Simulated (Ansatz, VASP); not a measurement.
Two plane-wave programs on Ti

```
Ti
1.0
     3.75649    0.00000    0.00000
    -1.87825    3.25322    0.00000
     0.00000    0.00000    4.26187
Ti
3
Direct
  0.22540 0.00000 0.33333
  0.00000 0.22540 0.66667
  0.77460 0.77460 0.00000
```

Alike in both runs: task relaxation of cell and atoms; functional r2SCAN; k mesh 6 × 6 × 4; occupations gaussian, width 0.1 eV; no spin polarisation.

|  | VASP | Ansatz |
| --- | --- | --- |
| version | VASP 6.6.1 | Ansatz 0.2.0 |
| potentials or method | VASP PAW PBE potentials, release 64 (Ti_sv), cutoff 600 eV | scalar-relativistic, plane waves, PAW |
| valence electrons in the cell | 36 | 36 |

Ansatz gave:

- gap on the k mesh at the Fermi level, each at its own relaxed structure (eV): none
- relaxed volume (Å³/atom): 17.18
- relaxed cell length with the largest relative difference (Å): 2.760

Estimate VASP's values.

gap on the k mesh at the Fermi level, each at its own relaxed structure (eV): none; relaxed volume (Å³/atom): 16.68; relaxed cell length with the largest relative difference (Å): 2.383.

VASP's potentials were made for PBE, not for r2SCAN. A gap of «none» marks a metal or a gap that the smearing closes. One of these differences is far larger than is usual between the two programs; its cause wasn't traced.

The k mesh is coarse, so the values compare programs but aren't converged.
